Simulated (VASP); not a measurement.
Mg:

```
Mg
1.0
     3.20930    0.00000    0.00000
    -1.60465    2.77934    0.00000
     0.00000    0.00000    5.21030
Mg
2
Cartesian
  1.6047 0.9264 3.9077
  0.0000 1.8529 1.3026
```

```yaml
Program: VASP 6.6.1
Task: relaxation of cell and atoms
Functional: BLYP
Potentials_or_basis: VASP PAW PBE potentials, release 64 (Mg)
Cutoff: 600 eV
k_mesh: 10 × 10 × 5
Occupations: fermi-dirac, width 0.05 eV
Spin: no spin polarisation
```

At the start: pressure 0.4 GPa; volume 23.24 Å³/atom.

Task: How do energy, volume and symmetry change on relaxing?

Result: Over 8 steps the energy falls by 3.6 meV/atom and the volume is 23.54 Å³/atom (+1.3 %); space group P6_3/mmc (No. 194, to 0.05 Å).

Step by step:
| step | energy change (eV) | largest force (eV/Å) | pressure (GPa) | volume (Å³) |
| --- | --- | --- | --- | --- |
| 1 | 0.0000 | 0.0000 | 0.36 | 46.47 |
| 2 | -0.0032 | 0.0000 | 0.12 | 46.83 |
| 3 | -0.0057 | 0.0000 | -0.53 | 47.87 |
| 4 | -0.0060 | 0.0000 | -0.40 | 47.63 |
| 5 | -0.0071 | 0.0000 | -0.12 | 47.24 |
| 6 | -0.0071 | 0.0000 | -0.08 | 47.18 |
| 7 | -0.0071 | 0.0000 | -0.09 | 47.19 |
| 8 | -0.0071 | 0.0000 | -0.03 | 47.09 |

Final structure:
```
CELL_PARAMETERS angstrom
3.17910 0.00000 0.00000
-1.58955 2.75319 0.00000
0.00000 0.00000 5.37980
ATOMIC_POSITIONS crystal
Mg 0.66667 0.33333 0.75000
Mg 0.33333 0.66667 0.25000
```

Caveat: the PAW data sets were made with another functional, which shifts forces and pressure a little.
